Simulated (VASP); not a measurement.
# GeH2W8C8: single point with PBE+D3(BJ)

The system is GeH2W8C8, a slab with vacuum.

```
W C Ge H
1.0
     5.78320    0.00000    0.00000
    -2.89160    5.00840    0.00000
     0.00000    0.00000   17.24470
W C Ge H
8 8 1 2
Direct
  0.00000 0.00000 0.05799
  0.00173 0.99983 0.22349
  0.00000 0.50000 0.05799
  0.00172 0.50191 0.22350
  0.50000 0.00000 0.05799
  0.50319 0.00159 0.22160
  0.50000 0.50000 0.05799
  0.49984 0.49994 0.22512
  0.33348 0.16777 0.13486
  0.33822 0.16584 0.29507
  0.33346 0.66571 0.13486
  0.33825 0.67241 0.29509
  0.83387 0.16694 0.13371
  0.83839 0.16919 0.28753
  0.83235 0.66617 0.13473
  0.83598 0.66801 0.28984
  0.36421 0.93199 0.37526
  0.08938 0.79414 0.41643
  0.61911 0.05956 0.42508
```

```json
{
 "Program": "VASP 6.6.1",
 "Task": "single point",
 "Functional": "PBE",
 "Dispersion": "D3(BJ)",
 "Potentials or basis": "VASP PAW PBE potentials, release 64 (W_sv, C, Ge_d, H)",
 "Cutoff": "520 eV",
 "k mesh": "3 × 3 × 1",
 "Occupations": "gaussian, width 0.15 eV",
 "Spin": "no spin polarisation",
 "Dipole correction": "no",
 "Further INCAR settings": "LREAL = Auto; ALGO = Normal; EDIFF = 1e-06; NBANDS = 95"
}
```

```json
{
  "Largest force": "0.246 eV/Å",
  "Band gap on the k mesh": "zero (bands 80 and 81 overlap by 0.49 eV)",
  "Dispersion energy per atom": "-0.272 eV"
}
```

Forces on the atoms (eV/Å):
```
W    0.136 -0.054 -0.066
W   -0.006 -0.008 -0.037
W    0.022  0.145 -0.065
W   -0.009  0.000 -0.037
W   -0.052 -0.030 -0.239
W   -0.005 -0.001 -0.055
W   -0.107 -0.061  0.185
W    0.001 -0.001 -0.012
C   -0.003 -0.003 -0.002
C    0.012 -0.005  0.081
C   -0.003 -0.001 -0.003
C    0.008  0.004  0.067
C    0.002  0.001  0.001
C    0.009  0.006  0.093
C    0.001  0.001 -0.005
C   -0.004 -0.004  0.089
Ge   0.004  0.009  0.047
H    0.023  0.018 -0.019
H   -0.030 -0.017 -0.023
```

Levels at points of the mesh, in eV from the Fermi level:
| k point | band 79 | band 80 | band 81 | band 82 | band 83 | band 84 |
| --- | --- | --- | --- | --- | --- | --- |
| (0.00, 0.00, 0.00) | 0.32 | 0.47 | 0.54 | 0.57 | 1.11 | 1.20 |

Wall time 9.2 min on 1 thread of Intel(R) Xeon(R) Platinum 8488C (Sapphire Rapids) (shared host), peak memory 0.7 GiB.

Caveat: the k points lie up to 0.42 Å⁻¹ apart; spin-orbit coupling is left out, which moves the levels of the heavy elements.
